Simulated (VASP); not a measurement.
Runs of VASP 6.6.1 on PbO3. The structure is that of space group I4/mmm (No. 139), or close to it. The cells are those of the table. 

```csv
task,cell,k mesh,cutoff (eV),gap on the mesh (eV),pressure (GPa)
single point,"a = 5.105 Å, angles 143.3, 143.3, 52.8°, 4 atoms",20 × 20 × 20,520,none,0.0
relaxation of cell and atoms,"relaxed from a = 4.807 Å, angles 135.6, 135.6, 64.7°, 4 atoms",6 × 6 × 6,600,none,-0.2
single point,"a = 5.124 Å, angles 143.5, 143.5, 52.6°, 4 atoms",6 × 6 × 6,520,none,(a)
single point,"a = 4.807 Å, angles 135.6, 135.6, 64.7°, 4 atoms",8 × 8 × 8,520,none,-12.5
```

Alike in all rows: level PBE; potentials or basis VASP PAW PBE potentials, release 64 (Pb_d, O); no spin polarisation; smearing gaussian 0.1 eV.

Estimate the missing entries.

(a) 0.1.

Caveats: semilocal functionals underestimate gaps, and a narrow one can read as zero; spin-orbit coupling is left out, which moves the levels of the heavy elements; the stress differs along the axes, from -15 to -8 GPa (at least some runs).

A k mesh can miss the band edges, and the runs leave out spin-orbit coupling on Pb.

A gap of «none» marks levels without a gap at the run's occupations.
